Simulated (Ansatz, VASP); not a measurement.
## Two plane-wave programs on BaB

File INCAR:

```
  PREC = Accurate
  ENCUT = 520
  EDIFF = 1E-6
  ISMEAR = 0
  SIGMA = 0.05
  LREAL = False
  LASPH = True
  NELM = 150
  ALGO = Normal
  ISIF = 2
  LWAVE = False
  LCHARG = False
  MAGMOM = 0 0 0 0 0 0
  LORBIT = 11
  LSORBIT = True
  GGA_COMPAT = False
  LORBMOM = True
  GGA = PE
  NBANDS = 25
```

KPOINTS

```
Automatic mesh
0
Gamma
  10 10 10
```

The input POSCAR:

```
BaB
1.0
    0.0000000000      3.0827929264      3.0827929264
    3.0827929264      0.0000000000      3.0827929264
    3.0827929264      3.0827929264      0.0000000000
Ba B
1 1
Direct
    0.5000000000      0.5000000000      0.5000000000
    0.0000000000      0.0000000000      0.0000000000
```

Input for Ansatz:

```yaml
crystal:
  lattice:
    - [0.0, 3.0827929264, 3.0827929264]
    - [3.0827929264, 0.0, 3.0827929264]
    - [3.0827929264, 3.0827929264, 0.0]
  atoms:
    - { symbol: Ba, position: [0.5, 0.5, 0.5] }
    - { symbol: B, position: [0.0, 0.0, 0.0] }
basis:
  ecutwfc: 420
  ecutrho_ratio: 4
kpoints:
  mp_grid: { grid: [10, 10, 10] }
hamiltonian:
  xc: pbe
scf:
  occupations: { method: gaussian, width: 0.05 }
output:
  forces: true
  stress: true
  eigenvalues: true
  populations: true
  dos: { projected: true, de: 0.02 }
  write_density: true
  write_potential: true
  elf: true
  volumetric_format: npy
magnetization:
  noncollinear: true
  spin_orbit: true
```

Alike in both runs: task single point; functional PBE; k mesh 10 × 10 × 10; occupations gaussian, width 0.05 eV; non-collinear spin, spin-orbit coupling.

|  | VASP | Ansatz |
| --- | --- | --- |
| version | VASP 6.6.1 | Ansatz 0.2.0 |
| potentials or method | VASP PAW PBE potentials, release 64 (Ba_sv, B), cutoff 520 eV | plane waves, PAW |
| valence electrons in the cell | 13 | 13 |

```csv
,VASP,Ansatz,Ansatz less VASP
pressure (GPa),0.5,0.0,-0.48
net moment per atom (μB),0.00,0.00,0.000
```

With one functional, cell and mesh, what is left measures potentials, basis and numerics.
